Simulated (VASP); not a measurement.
Wanted: the native input for a VASP 6.6.1 run.

* Task: single point
* Functional: PBE
* Dispersion: D3(BJ)
* Potentials or basis: VASP PAW PBE potentials, release 64 (O_h, C_h, H_h)
* Cutoff: 1000 eV
* k mesh: 1 × 1 × 1
* Occupations: fermi-dirac, width 0.02 eV
* Spin: no spin polarisation
* Dipole correction: no
* Further INCAR settings: LREAL = Auto; ALGO = Normal; EDIFF = 1e-06; NBANDS = 57

The structure of H6C3O lies in POSCAR:

```
H6C3O
1.0
    7.5419870000      0.0000000000      0.0000000000
    0.0000000000      7.5419870000      0.0000000000
    0.0000000000      0.0000000000      7.5419870000
O C H
3 9 18
Direct
   -0.1125963224      0.9147324173      0.7300993757
    0.2844475866      0.3545352173      0.2431852508
    0.7928944985      0.6787070834      1.2215083373
   -0.1183905515      0.8125710108      0.6041246160
    0.3050257180      0.2205121807      0.1598650329
    0.7782034098      0.7040319746      1.0607416852
    0.7004387571      0.2752059901      0.5111517694
    0.7252730613      0.1591623003      0.3769563644
    0.4071075699      0.7690148498      0.7174104119
    0.4262669771      0.7768642402      0.5478131956
    0.0588704276      0.3123977806      0.8523615859
    0.1406791075      0.2731110515      0.7002266114
   -0.0051445329      0.7663630287      0.5270494367
   -0.2496424351      0.7389564580      0.5750739162
    0.1996290898      0.1140017876      0.1751792996
    0.3925888496      0.1954524716      0.0382525189
    0.7944590729      0.8351910445      0.9780048679
    0.7497493698      0.5890887905      0.9706062872
    0.6081951613      0.3836919899      0.4930530907
    0.7629554387      0.2688813969      0.6378557799
    0.6693461551      0.1780300072      0.2435432466
    0.8119876102      0.0508221507      0.4101173868
    0.4067097968      0.8713221065      0.8214280932
    0.3621061665      0.6371530473      0.7738279050
    0.4379349898      0.8959177469      0.4705656480
    0.4008625313      0.6558616449      0.4740793109
   -0.0612438075      0.2383456773      0.8888904211
    0.0972953149      0.4190938011      0.9439157082
    0.0999073586      0.1564707020      0.6226078088
    0.2629147995      0.3472824867      0.6707383611
```

One way to write it, as run:

INCAR

```
SYSTEM = H6C3O
  ALGO = Normal
  EDIFF = 1E-6
  ENCUT = 1000
  GGA = PE
  GGA_COMPAT = .FALSE.
  ISIF = 2
  ISMEAR = -1
  IVDW = 12
  LASPH = .TRUE.
  LCHARG = .FALSE.
  LREAL = Auto
  LWAVE = .FALSE.
  NBANDS = 57
  NELM = 120
  PREC = Accurate
  SIGMA = 0.02
```

KPOINTS

```
k-points
0
G
  1 1 1
  0 0 0
```

Potentials or basis: VASP PAW PBE potentials, release 64 (O_h, C_h, H_h).

Run with:

```sh
$ cat potpaw_PBE.64/O_h/POTCAR potpaw_PBE.64/C_h/POTCAR potpaw_PBE.64/H_h/POTCAR > POTCAR
$ mpirun -np 1 vasp_gam > vasp.out
```

It gave:

```yaml
Pressure: -0.5 GPa
Largest_force: 4.233 eV/Å
Dispersion_energy_per_atom: -0.036 eV
```

Caveat: the k points lie up to 0.83 Å⁻¹ apart, too coarse for converged energies, forces and pressures; the atoms stand as in a frame of molecular dynamics.

Run time: 86 s on 1 thread of Intel(R) Xeon(R) Platinum 8488C (Sapphire Rapids), on a shared host, peak memory 0.94 GiB.
